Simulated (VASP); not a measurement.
A run of VASP 6.6.1 is set up as follows.

The input POSCAR:

```
AlCo3
1.0
    3.5749480000      0.0000000000      0.0000000000
    0.0000000000      3.5749480000      0.0000000000
    0.0000000000      0.0000000000      3.5749480000
Al Co
1 3
Direct
    0.0000000000      0.0000000000      0.0000000000
    0.5000000000      0.5000000000      0.0000000000
    0.5000000000      0.0000000000      0.5000000000
    0.0000000000      0.5000000000      0.5000000000
```

File INCAR.step1:

```
ALGO = Normal
EDIFF = 1E-4
ENCUT = 520
GGA = PE
ISMEAR = 1
ISPIN = 2
LASPH = T
LCHARG = F
LMAXMIX = 4
LREAL = F
LWAVE = T
MAGMOM = 0 1.76 1.76 1.76
NBANDS = 27
NELM = 150
PREC = Accurate
SIGMA = 0.1
```

The input INCAR.step2:

```
ALGO = Normal
EDIFF = 1E-7
ENCUT = 520
ISIF = 2
ISMEAR = 1
ISPIN = 2
ISTART = 1
LASPH = T
LCHARG = F
LMAXMIX = 4
LMIXTAU = T
LORBIT = 11
LREAL = F
LWAVE = F
MAGMOM = 0 1.76 1.76 1.76
METAGGA = R2SCAN
NBANDS = 27
NELM = 150
PREC = Accurate
SIGMA = 0.1
```

KPOINTS

```
k-points
0
Gamma
  12 12 12
```

Potentials or basis: VASP PAW PBE potentials, release 64 (Al, Co).

Launch:

```bash
$ cat potpaw_PBE.64/Al/POTCAR potpaw_PBE.64/Co/POTCAR > POTCAR
$ cp INCAR.step1 INCAR
$ mpirun -np 1 vasp_std > vasp.out
$ cp INCAR.step2 INCAR
$ mpirun -np 1 vasp_std > vasp.out
```

(1) Estimate the pressure.

(2) Predict the net moment.

(3) Estimate the site moments.

Answers

(1) 1.3 GPa.

(2) 4.49 μB per cell.

(3) Al -0.04; Co +1.57 μB.

Caveat: the PAW data sets were made with another functional, which shifts forces and pressure a little.
